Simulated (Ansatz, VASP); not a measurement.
## One calculation of Hg, two programs

File INCAR:

```
ALGO = Normal
EDIFF = 1E-6
ENCUT = 520
GGA = PS
ISIF = 2
ISMEAR = -1
LASPH = True
LCHARG = False
LREAL = False
LWAVE = False
NBANDS = 12
NELM = 60
PREC = Accurate
SIGMA = 0.1
```

KPOINTS

```
k-points
0
Gamma
  12 12 12
```

The input POSCAR:

```
Hg
1.0
    3.0595372559      0.0000000000      0.0000000000
    0.0000000000      3.0595372559      0.0000000000
    0.0000000000      0.0000000000      3.0595372559
Hg
1
Direct
    0.0000000000      0.0000000000      0.0000000000
```

Input for Ansatz:

```yaml
crystal:
  lattice:
    - [3.0595372559, 0.0, 0.0]
    - [0.0, 3.0595372559, 0.0]
    - [0.0, 0.0, 3.0595372559]
  atoms:
    - { symbol: Hg, position: [0.0, 0.0, 0.0] }
hamiltonian:
  xc: pbesol
  pseudopotentials:
    kind: paw
    azcp:
      Hg: "pseudopotentials/Hg.paw.azcp"
basis:
  ecutwfc: 420
  fft_grid_basis: typed
kpoints:
  mp_grid: { grid: [12, 12, 12], shift: [0, 0, 0] }
magnetization:
  spin_polarized: false
scf:
  occupations: { method: fermi_dirac, width: 0.1 }
  lower_state_search: "off"
output:
  stress: true
  write_density: true
  write_potential: true
  elf: true
  volumetric_format: npy
```

Alike in both runs: task single point; functional PBEsol; k mesh 12 × 12 × 12; occupations fermi-dirac, width 0.1 eV; no spin polarisation.

|  | VASP | Ansatz |
| --- | --- | --- |
| version | VASP 6.6.1 | Ansatz 0.2.0 |
| potentials or method | VASP PAW PBE potentials, release 64 (Hg), cutoff 520 eV | plane waves (420 eV) with PAW, scalar-relativistic |
| valence electrons in the cell | 12 | 20 |

Ansatz gave:

```
pressure (GPa) : -2.9
```

Q: Which values does VASP return?

A: Pressure (GPa): -2.7.

VASP's potentials were made for PBE, not for PBEsol, and Ansatz warns of the same on its side. VASP's potentials hold 12 valence electrons a cell and Ansatz's 20, so a difference there can come from the potentials and not from the codes.

Spin-orbit coupling is off throughout.
